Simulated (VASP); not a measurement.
# Ti (P6_3/mmc) in VASP: notebook

Ti is run at these levels: PBEsol; tasks: single point, relaxation of cell and atoms.

Program: VASP 6.6.1. These are calculated values, not measurements. Logs are shortened: lines on timing, memory, paths and dates and some standing lists are left out, and cuts for length are marked.

## (1) The cell of the first run

Symmetry: P6_3/mmc, No. 194, hexagonal system. The conventional cell has a = 2.902 Å, b = 2.902 Å, c = 4.591 Å, α = 90.00°, β = 90.00°, γ = 120.00°. Within 3.7 Å of Ti (site symmetry -6m2) lie 12 Ti at 2.84 to 2.90 Å.

## (2) Single point, PBEsol

Input file INCAR:

```
PREC = Accurate ; ENCUT = 500
EDIFF = 1E-6 ; ISMEAR = -1
SIGMA = 0.08 ; LREAL = F
LASPH = T ; NELM = 120
ALGO = Normal ; ISIF = 2
LWAVE = F ; LCHARG = T
GGA = PS ; LELF = T
LVHAR = T ; NBANDS = 19
GGA_COMPAT = F
```

Input file KPOINTS:

```
regular mesh
0
Gamma
  17 17 9
```

Input file POSCAR:

```
Ti
1.0
    2.9016173135      0.0000000000      0.0000000000
   -1.4508086567      2.5128743055      0.0000000000
    0.0000000000      0.0000000000      4.5908091657
Ti
2
Direct
    0.3333333333      0.6666666667      0.2500000000
    0.6666666667      0.3333333333      0.7500000000
```

Potentials or basis: VASP PAW PBE potentials, release 64 (Ti_sv).

On the command line:

```console
$ cat potpaw_PBE.64/Ti_sv/POTCAR > POTCAR
$ mpirun -np 1 vasp_std > vasp.out
```

OUTCAR:

```text
PREC = Accurate
   ENCUT = 500
   EDIFF = 1E-6
   ISMEAR = -1
   LREAL = F
   LASPH = T
   NELM = 120
   ISIF = 2
   GGA = PS

 ion  position               nearest neighbor table
   1  0.333  0.667  0.250-   2 2.84   2 2.84   2 2.84   2 2.84   2 2.84   2 2.84
   2  0.667  0.333  0.750-   1 2.84   1 2.84   1 2.84   1 2.84   1 2.84   1 2.84

  LATTYP: Found a hexagonal cell.
 ALAT       =     2.9016173135
 C/A-ratio  =     1.5821552843

  Lattice vectors:

 A1 = (   2.9016173135,   0.0000000000,   0.0000000000)
 A2 = (  -1.4508086567,   2.5128743055,   0.0000000000)
 A3 = (   0.0000000000,   0.0000000000,   4.5908091657)

Analysis of symmetry for initial positions (statically):
=====================================================================
 Subroutine PRICEL returns:
 Original cell was already a primitive cell.

 Routine SETGRP: Setting up the symmetry group for a
 hexagonal supercell.

 Subroutine GETGRP returns: Found 24 space group operations
 (whereof 12 operations were pure point group operations)
 out of a pool of 24 trial point group operations.

The static configuration has the point symmetry D_3d.
 The point group associated with its full space group is D_6h.

Analysis of symmetry for dynamics (positions and initial velocities):
=====================================================================
 Subroutine PRICEL returns:
 Original cell was already a primitive cell.

 Routine SETGRP: Setting up the symmetry group for a
 hexagonal supercell.

 Subroutine GETGRP returns: Found 24 space group operations
 (whereof 12 operations were pure point group operations)
 out of a pool of 24 trial point group operations.

The dynamic configuration has the point symmetry D_3d.
 The point group associated with its full space group is D_6h.

 Subroutine INISYM returns: Found 24 space group operations
 (whereof 12 operations are pure point group operations),
 and found     1 'primitive' translations

----------------------------------------------------------------------------------------

                                     Primitive cell

  volume of cell :      33.4734

  direct lattice vectors                    reciprocal lattice vectors
     2.901617314  0.000000000  0.000000000     0.344635385  0.198975332  0.000000000
    -1.450808657  2.512874306  0.000000000     0.000000000  0.397950665  0.000000000
     0.000000000  0.000000000  4.590809166     0.000000000  0.000000000  0.217826523

  length of vectors
     2.901617314  2.901617313  4.590809166     0.397950665  0.397950665  0.217826523

  position of ions in fractional coordinates (direct lattice)
     0.333333333  0.666666667  0.250000000
     0.666666667  0.333333333  0.750000000

  ion indices of the primitive-cell ions
   primitive index   ion index
                 1           1
                 2           2

----------------------------------------------------------------------------------------

 KPOINTS: regular mesh

Automatic generation of k-mesh.
 Grid dimensions read from file:
 generate k-points for:   17   17    9

 Generating k-lattice:

  Cartesian coordinates                     Fractional coordinates (reciprocal lattice)
     0.020272670  0.011704431  0.000000000     0.058823529 -0.000000000  0.000000000
     0.000000000  0.023408863  0.000000000     0.000000000  0.058823529  0.000000000
     0.000000000  0.000000000  0.024202947     0.000000000  0.000000000  0.111111111

  Length of vectors
     0.023408863  0.023408863  0.024202947

  Shift w.r.t. Gamma in fractional coordinates (k-lattice)
     0.000000000  0.000000000  0.000000000

 Subroutine IBZKPT returns following result:
 ===========================================

 Found    165 irreducible k-points:

 Following reciprocal coordinates:
            Coordinates               Weight
  0.000000  0.000000  0.000000      1.000000
  0.058824 -0.000000  0.000000      6.000000
  0.117647  0.000000  0.000000      6.000000
  0.176471 -0.000000  0.000000      6.000000
  0.235294  0.000000  0.000000      6.000000
  0.294118  0.000000  0.000000      6.000000
[... 16 lines left out ...]
  0.411765  0.117647  0.000000     12.000000
  0.176471  0.176471  0.000000      6.000000
 [... further k-points ...]
   k-points           NKPTS =    165   k-points in BZ     NKDIM =    165   number of bands    NBANDS=     19
   number of dos      NEDOS =    301   number of ions     NIONS =      2
   total plane-waves  NPLWV =  20736
   dimension x,y,z NGX =    24 NGY =   24 NGZ =   36
   dimension x,y,z NGXF=    48 NGYF=   48 NGZF=   72
   ions per type =               2
   NGX,Y,Z   is equivalent  to a cutoff of  13.75, 13.75, 13.04 a.u.
   NGXF,Y,Z  is equivalent  to a cutoff of  27.50, 27.50, 26.07 a.u.
 SYSTEM =  unknown system
   PREC   = accura    normal or accurate (medium, high low for compatibility)
   ISTART =      0    job   : 0-new  1-cont  2-samecut
   ICHARG =      2    charge: 1-file 2-atom 10-const
   ISPIN  =      1    spin polarized calculation?
   LNONCOLLINEAR =      F non collinear calculations
   LSORBIT =      F    spin-orbit coupling
   LASPH  =      T    aspherical Exc in radial PAW
   ENCUT  =  500.0 eV  36.75 Ry    6.06 a.u.   5.29  5.29  8.37*2*pi/ulx,y,z
   NELM   =    120;   NELMIN=  2; NELMDL= -5     # of ELM steps
   EDIFF  = 0.1E-05   stopping-criterion for ELM
   LREAL  =      F    real-space projection
   EDIFFG = 0.1E-04   stopping-criterion for IOM
   NSW    =      0    number of steps for IOM
   IBRION =     -1    ionic relax: 0-MD 1-quasi-New 2-CG
   NFREE  =      0    steps in history (QN), initial steepest desc. (CG)
   ISIF   =      2    stress and relaxation
   ISYM   =      2    0-nonsym 1-usesym 2-fastsym
   POTIM  = 0.5000    time-step for ionic-motion
   TEBEG  =    0.0;   TEEND  =   0.0 temperature during run
   PSTRESS=    0.0 pullay stress
   NELECT =      24.0000    total number of electrons
   NUPDOWN=      -1.0000    fix difference up-down
   EMIN   =  10.00;   EMAX   =-10.00  energy-range for DOS
   EFERMI =   0.00;   METHOD = LEGACY
   ISMEAR =    -1;   SIGMA  =   0.08  broadening in eV -4-tet -1-fermi 0-gaus
   EFERMI_NEDOS =   21; number of points for ismear=-14 and -15
   IALGO  =     38    algorithm
   IMIX   =      4    mixing-type and parameters
     AMIX     =   0.40;   BMIX     =  1.00
     AMIX_MAG =   1.60;   BMIX_MAG =  1.00
  volume/ion in A,a.u.               =      16.74       112.94
  Fermi-wavevector in a.u.,A,eV,Ry     =   1.465250  2.768922 29.211149  2.146959
  Thomas-Fermi vector in A             =   2.581130
   LORBIT       =      0    0 simple, 1 ext, 2 COOP (PROOUT), +10 PAW based schemes
   GGA     = PS    functional components
   LHFCALC =     F    Hartree Fock is set to
   AEXX    =    0.0000 exact exchange contribution
   IVDW    =     0    specifies the selected vdW correction
   LEPSILON=     F    determine dielectric tensor
   LRPA    =     F    only Hartree local field effects (RPA)
 non-spin polarized calculation
  energy-cutoff  :      500.00
  volume of cell :       33.47
 maximum number of plane-waves:       860
 NGX is ok and might be reduce to    24
   NGX = 11   NGY = 11   NGZ = 17

 number of electron      23.9999999 magnetization

 Free energy of the ion-electron system (eV)
  ---------------------------------------------------
  ext. energy  EPLUGINS =         0.00000000
  ---------------------------------------------------
  free energy    TOTEN  =       -16.70057497 eV

  energy without entropy =      -16.65466740  energy(sigma->0) =      -16.67762119

 E-fermi :   8.5925     XC(G=0): -11.8133

 val. band max:        8.5882784710   @ k =   0.2941   0.2353   0.4444
 cond. band min:       8.5972467189   @ k =   0.1176   0.0000   0.4444
 fundamental gap:      0.0089682478
 Fermi energy:         8.5925014838

 k-point     1 :       0.0000    0.0000    0.0000
  band No.  band energies     occupation
      1     -47.9589      2.00000
      2     -47.7961      2.00000
      3     -24.6942      2.00000
      4     -23.9686      2.00000
      5     -23.9686      2.00000
      6     -23.8823      2.00000
[... 11 lines left out ...]
     18      10.2863      0.00000
     19      11.9120      0.00000

 k-point     2 :       0.0588   -0.0000    0.0000
  band No.  band energies     occupation
      1     -47.9548      2.00000
      2     -47.7945      2.00000
      3     -24.6854      2.00000
      4     -23.9866      2.00000
      5     -23.9746      2.00000
      6     -23.8860      2.00000
[... 11 lines left out ...]
     18      10.2277      0.00000
     19      11.9443      0.00000

 k-point     3 :       0.1176    0.0000    0.0000
  band No.  band energies     occupation
      1     -47.9431      2.00000
      2     -47.7901      2.00000
      3     -24.6598      2.00000
      4     -24.0381      2.00000
      5     -23.9916      2.00000
      6     -23.9257      2.00000
[... 11 lines left out ...]
     18      10.1799      0.00000
     19      12.0236      0.00000

 k-point     4 :       0.1765   -0.0000    0.0000
  band No.  band energies     occupation
      1     -47.9250      2.00000
      2     -47.7836      2.00000
      3     -24.6192      2.00000
      4     -24.1169      2.00000
      5     -24.0166      2.00000
      6     -24.0045      2.00000
[... 11 lines left out ...]
     18      10.4780      0.00000
     19      12.1178      0.00000

 k-point     5 :       0.2353    0.0000    0.0000
  band No.  band energies     occupation
      1     -47.9022      2.00000
      2     -47.7766      2.00000
      3     -24.5666      2.00000
      4     -24.2124      2.00000
      5     -24.0968      2.00000
      6     -24.0457      2.00000
[... 11 lines left out ...]
     18      10.8596      0.00000
     19      12.2040      0.00000

 k-point     6 :       0.2941    0.0000    0.0000
  band No.  band energies     occupation
      1     -47.8775      2.00000
      2     -47.7704      2.00000
      3     -24.5059      2.00000
      4     -24.3119      2.00000
      5     -24.1897      2.00000
      6     -24.0750      2.00000
[... 11 lines left out ...]
     18      11.2873      0.00000
     19      12.2718      0.00000

 k-point     7 :       0.3529    0.0000    0.0000
  band No.  band energies     occupation
      1     -47.8534      2.00000
      2     -47.7666      2.00000
      3     -24.4429      2.00000
      4     -24.4017      2.00000
      5     -24.2712      2.00000
      6     -24.1008      2.00000
[... 11 lines left out ...]
     18      11.7156      0.00000
     19      12.3195      0.00000

 k-point     8 :       0.4118   -0.0000    0.0000
  band No.  band energies     occupation
      1     -47.8334      2.00000
      2     -47.7656      2.00000
      3     -24.4692      2.00000
      4     -24.3857      2.00000
      5     -24.3314      2.00000
      6     -24.1199      2.00000
[... 256 lines left out ...]
 k-point    20 :       0.2353    0.1176    0.0000
  band No.  band energies     occupation
      1     -47.8696      2.00000
      2     -47.7688      2.00000
      3     -24.4860      2.00000
      4     -24.3056      2.00000
      5     -24.2326      2.00000
      6     -24.0758      2.00000
[... 11 lines left out ...]
     18      11.7008      0.00000
     19      12.2072      0.00000

 k-point    21 :       0.2941    0.1176    0.0000
  band No.  band energies     occupation
      1     -47.8466      2.00000
      2     -47.7659      2.00000
      3     -24.4242      2.00000
      4     -24.3888      2.00000
      5     -24.2854      2.00000
      6     -24.1181      2.00000
[... 11 lines left out ...]
     18      12.2363      0.00000
     19      12.2368      0.00000

 k-point    22 :       0.3529    0.1176    0.0000
  band No.  band energies     occupation
      1     -47.8271      2.00000
      2     -47.7657      2.00000
      3     -24.4513      2.00000
      4     -24.3672      2.00000
      5     -24.3244      2.00000
      6     -24.1500      2.00000
[... 11 lines left out ...]
     18      12.2550      0.00000
     19      12.7822      0.00000

 k-point    23 :       0.4118    0.1176    0.0000
  band No.  band energies     occupation
      1     -47.8151      2.00000
      2     -47.7672      2.00000
      3     -24.4847      2.00000
      4     -24.3453      2.00000
      5     -24.3288      2.00000
      6     -24.1671      2.00000
[... 11 lines left out ...]
     18      12.2635      0.00000
     19      13.3022      0.00000

 k-point    24 :       0.1765    0.1765    0.0000
  band No.  band energies     occupation
      1     -47.8718      2.00000
      2     -47.7692      2.00000
      3     -24.4916      2.00000
      4     -24.2610      2.00000
      5     -24.2583      2.00000
      6     -24.0626      2.00000
[... 11 lines left out ...]
     18      11.7027      0.00000
     19      12.1740      0.00000

 [... further k-points ...]

------------------------ aborting loop because EDIFF is reached ----------------------------------------

  FORCE on cell =-STRESS in cart. coord.  units (eV):
  Direction    XX          YY          ZZ          XY          YZ          ZX
  --------------------------------------------------------------------------------------
  -------------------------------------------------------------------------------------
  Total       -0.0639745     -0.0639745     -0.0627577     -0.0000000      0.0000000      0.0000000
  in kB       -3.0620849     -3.0620849     -3.0038466     -0.0000000      0.0000000      0.0000000
  external PRESSURE =      -3.0426721 kB  Pullay stress =       0.0000000 kB

 VOLUME and BASIS-vectors are now :
 -----------------------------------------------------------------------------
  energy-cutoff  :      500.00
  volume of cell :       33.47
      direct lattice vectors                 reciprocal lattice vectors
     2.901617314  0.000000000  0.000000000     0.344635385  0.198975332  0.000000000
    -1.450808657  2.512874306  0.000000000     0.000000000  0.397950665  0.000000000
     0.000000000  0.000000000  4.590809166     0.000000000  0.000000000  0.217826523

 POSITION                                       TOTAL-FORCE (eV/Angst)
 -----------------------------------------------------------------------------------
     -0.00000      1.67525      1.14770        -0.000000      0.000000      0.000000
      1.45081      0.83762      3.44311         0.000000     -0.000000      0.000000
 -----------------------------------------------------------------------------------
    total drift:                               -0.000000      0.000000     -0.000000

  FREE ENERGIE OF THE ION-ELECTRON SYSTEM (eV)
  ---------------------------------------------------
  free  energy   TOTEN  =       -16.7005749743 eV

  energy  without entropy=      -16.6546674016  energy(sigma->0) =      -16.67762119
```

Run time: 2 min. Hardware: 1 thread of Intel Xeon 8259CL, shared host; peak memory 0.21 GiB.

What came out:

* Free energy: -16.7006 eV
* Pressure: -0.3 GPa
* Band gap on the k mesh: zero (bands 12 and 13 overlap by 1.08 eV)

Caveat: the PAW data sets were made with another functional, which shifts forces and pressure a little.

## (3) Relaxation of cell and atoms, PBEsol

This run uses another cell than the first one, of 17.67 Å³/atom.

Input file INCAR:

```
SYSTEM = Ti
PREC = Accurate
ENCUT = 500
EDIFF = 1E-7
ISMEAR = -1
SIGMA = 0.08
LREAL = .False.
LASPH = .True.
NELM = 120
ALGO = Normal
ISIF = 3
LWAVE = .False.
LCHARG = .False.
GGA = PS
IBRION = 2
NSW = 60
EDIFFG = -0.005
GGA_COMPAT = .False.
NELMIN = 4
```

Input file KPOINTS:

```
regular mesh
0
Gamma
  17 17 9
  0 0 0
```

Input file POSCAR:

```
Ti
1.0
    2.9313902092      0.0000000000      0.0000000000
   -1.4656951046      2.5386583896      0.0000000000
    0.0000000000      0.0000000000      4.7488521389
Ti
2
Direct
    0.3333333333      0.6666666667      0.2500000000
    0.6666666667      0.3333333333      0.7500000000
```

Potentials or basis: VASP PAW PBE potentials, release 64 (Ti_sv).

On the command line:

```console
$ cat potpaw_PBE.64/Ti_sv/POTCAR > POTCAR
$ mpirun -np 1 vasp_std > vasp.out
```

Run time: 12 min. Hardware: 1 thread of Intel Xeon 8259CL, shared host; peak memory 0.22 GiB.

The run converged. Its results:

```yaml
Free_energy: -16.7016 eV
Relaxed_volume: 16.69 Å³/atom
Relaxed_cell: a = 2.899 Å, b = 2.899 Å, c = 4.588 Å, α = 90.00°, β = 90.00°, γ = 120.00°
Space_group_after_relaxing_to_0.1_Å: P6_3/mmc (No. 194)
Energy_gained_by_relaxing: 21.8 meV/atom
Ionic_steps: 9
Pressure_after_relaxing: 0.0 GPa
Band_gap_on_the_k_mesh: zero (bands 12 and 13 overlap by 1.08 eV)
```

Step by step:
| step | energy change (eV) | largest force (eV/Å) | pressure (GPa) | volume (Å³) |
| --- | --- | --- | --- | --- |
| 1 | 0.0000 | 0.0000 | -6.13 | 35.34 |
| 2 | -0.0201 | 0.0000 | 5.40 | 31.99 |
| 3 | -0.0416 | 0.0000 | 0.13 | 33.34 |
| 4 | -0.0416 | 0.0000 | 0.28 | 33.30 |
| 5 | -0.0431 | 0.0000 | 0.21 | 33.32 |
| 6 | -0.0435 | 0.0000 | 0.15 | 33.34 |
| 7 | -0.0435 | 0.0000 | 0.15 | 33.34 |
| 8 | -0.0435 | 0.0000 | -0.14 | 33.42 |
| 9 | -0.0435 | 0.0000 | 0.00 | 33.39 |

Final structure:
```cif
data_structure
_symmetry_space_group_name_H-M 'P 1'
_symmetry_Int_Tables_number 1
_cell_length_a 2.8986
_cell_length_b 2.8986
_cell_length_c 4.5882
_cell_angle_alpha 90.000
_cell_angle_beta 90.000
_cell_angle_gamma 120.000
_cell_volume 33.39
loop_
_atom_site_label
_atom_site_type_symbol
_atom_site_fract_x
_atom_site_fract_y
_atom_site_fract_z
_atom_site_occupancy
Ti1 Ti 0.33333 0.66667 0.25000 1
Ti2 Ti 0.66667 0.33333 0.75000 1
```

Levels at points of the mesh, in eV from the Fermi level:
```
           k point  band 9  band 10  band 11  band 12  band 13  band 14  band 15  band 16
(0.00, 0.00, 0.00)   -6.29    -2.78     0.81     0.81     0.91     0.94     1.34     1.34
```

Caveat: the PAW data sets were made with another functional, which shifts forces and pressure a little.
